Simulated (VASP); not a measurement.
Ti2Co:

```
Ti Co
1.0
     0.00000    3.36500    3.36500
     3.36500    0.00000    3.36500
     3.36500    3.36500    0.00000
Ti Co
4 2
Direct
  0.12500 0.12500 0.12500
  0.62500 0.12500 0.12500
  0.12500 0.12500 0.62500
  0.12500 0.62500 0.12500
  0.50000 0.50000 0.50000
  0.75000 0.75000 0.75000
```

Base run:

| Property | Result |
| --- | --- |
| Program | VASP 6.6.1 |
| Functional | PBEsol |
| Potentials or basis | VASP PAW PBE potentials, release 64 (Ti_sv, Co) |
| Cutoff | 520 eV |
| k mesh | 6 × 6 × 6 |
| Occupations | gaussian, width 0.1 eV |
| Spin | collinear spin, ferromagnetic start |
| Starting moments | [0.0, 0.0, 0.0, 0.0, 0.59, 0.59] μB |

Its results: pressure 16.2 GPa; net moment 1.31 μB per cell; site moments Ti +0.06; Co +0.56 μB.

**Question.** The run is repeated on the same cell with these changes: k mesh from 6 × 6 × 6 to 1 × 1 × 1; further incar settings from ALGO = Fast; EDIFF = 1e-07; NBANDS = 46 to ALGO = Normal; EDIFF = 1e-07; NBANDS = 46. What comes out?

**Answer.** Pressure -19.3 GPa; net moment 4.00 μB per cell; site moments Ti +0.42; Co +1.18 μB.

Caveats: some runs use coarse meshes; the PAW data sets were made with another functional, which shifts forces and pressure a little.
